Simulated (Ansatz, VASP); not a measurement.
**One calculation of Zr, two programs**

The input INCAR:

```
SYSTEM = Zr
PREC     = Accurate       ! precision mode
ENCUT    = 520            ! plane-wave cutoff, eV
EDIFF    = 1E-8           ! SCF threshold, eV
ISMEAR   = -1             ! smearing method
SIGMA    = 0.03           ! smearing width, eV
LREAL    = .False.        ! projectors in reciprocal space
LASPH    = .True.         ! aspherical terms in the spheres
NELM     = 100            ! most SCF steps
ALGO     = Normal         ! electronic algorithm
ISIF     = 2              ! what is computed and relaxed
LWAVE    = .False.        ! write WAVECAR
LCHARG   = .False.        ! write CHGCAR
GGA      = PE             ! functional
LEFG     = .True.       
NBANDS   = 19             ! bands
```

The input KPOINTS:

```
Automatic mesh
0
Gamma
  13 13 7
  0 0 0
```

POSCAR

```
Zr
1.0
    3.2953868297      0.0000000000      0.0000000000
   -1.6476934148      2.8538887098      0.0000000000
    0.0000000000      0.0000000000      5.2479471970
Zr
2
Direct
    0.3333333333      0.6666666667      0.2500000000
    0.6666666667      0.3333333333      0.7500000000
```

Input for Ansatz:

```yaml
crystal:
  lattice:
    - [3.2953868297, 0.0, 0.0]
    - [-1.6476934148, 2.8538887098, 0.0]
    - [0.0, 0.0, 5.247947197]
  atoms:
    - { symbol: Zr, position: [0.3333333333, 0.6666666667, 0.25] }
    - { symbol: Zr, position: [0.6666666667, 0.3333333333, 0.75] }
kpoints:
  mp_grid: { grid: [13, 13, 7] }
scf:
  occupations: { method: fermi_dirac, width: 0.03 }
hamiltonian:
  xc: pbe
  pseudopotentials: { kind: paw }
output:
  forces: true
  stress: true
  eigenvalues: true
  efg: { contact_densities: true }
```

Change from the starting cell: volume scaled by 1.06, PAW files.

Alike in both runs: task electric field gradients; functional PBE; k mesh 13 × 13 × 7; occupations fermi-dirac, width 0.03 eV; no spin polarisation.

|  | VASP | Ansatz |
| --- | --- | --- |
| version | VASP 6.6.1 | Ansatz 0.2.0 |
| potentials or method | VASP PAW PBE potentials, release 64 (Zr_sv) | PAW with Ansatz's default frozen-core files, scalar-relativistic |
| plane-wave cutoff (eV) | 520 | 420 |
| valence electrons in the cell | 24 | 24 |

```tsv
	VASP	Ansatz	Ansatz less VASP
pressure (GPa)	-4.6	-4.6	-0.01
traceless stress, the component that is largest in VASP (GPa)	0.31	0.32	+0.003
size of Vzz on the site where it differs most (V/Å²)	33.9	35.0	+1.12
```
